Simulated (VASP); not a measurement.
The system is TaN.

```xyz
2
Lattice="2.8749 0.0000 0.0000 -1.4374 2.4897 0.0000 0.0000 0.0000 2.7762" Properties=species:S:1:pos:R:3 pbc="T T T"
Ta    1.4374    0.8299    0.0000
N     0.0000    1.6598    1.3881
```

```yaml
Program: VASP 6.6.1
Task: relaxation of cell and atoms
Functional: PBE
Potentials_or_basis: VASP PAW PBE potentials, release 64 (Ta_pv, N)
Cutoff: 600 eV
k_mesh: 12 × 12 × 8
Occupations: gaussian, width 0.1 eV
Spin: no spin polarisation
```

At the start: pressure 41.0 GPa; volume 9.94 Å³/atom.

Task: How do energy, volume and symmetry change on relaxing?

Result: Over 7 steps the energy falls by 123.9 meV/atom and the volume is 10.93 Å³/atom (+10.0 %); space group P-6m2 (No. 187, to 0.1 Å) before and after.

The path:
```tsv
step	energy change (eV)	largest force (eV/Å)	pressure (GPa)	volume (Å³)
1	0.0000	0.0000	40.97	19.87
2	0.9734	0.0000	-48.94	28.09
3	-0.2451	0.0000	-3.58	22.12
4	-0.2475	0.0000	-0.64	21.93
5	-0.2475	0.0000	0.02	21.89
6	-0.2477	0.0000	0.38	21.85
7	-0.2479	0.0000	0.20	21.87
```

Final structure:
```xyz
2
Lattice="2.9511 0.0000 0.0000 -1.4756 2.5557 0.0000 0.0000 0.0000 2.8993" Properties=species:S:1:pos:R:3 pbc="T T T"
Ta    1.4756    0.8519    0.0000
N     0.0000    1.7038    1.4496
```
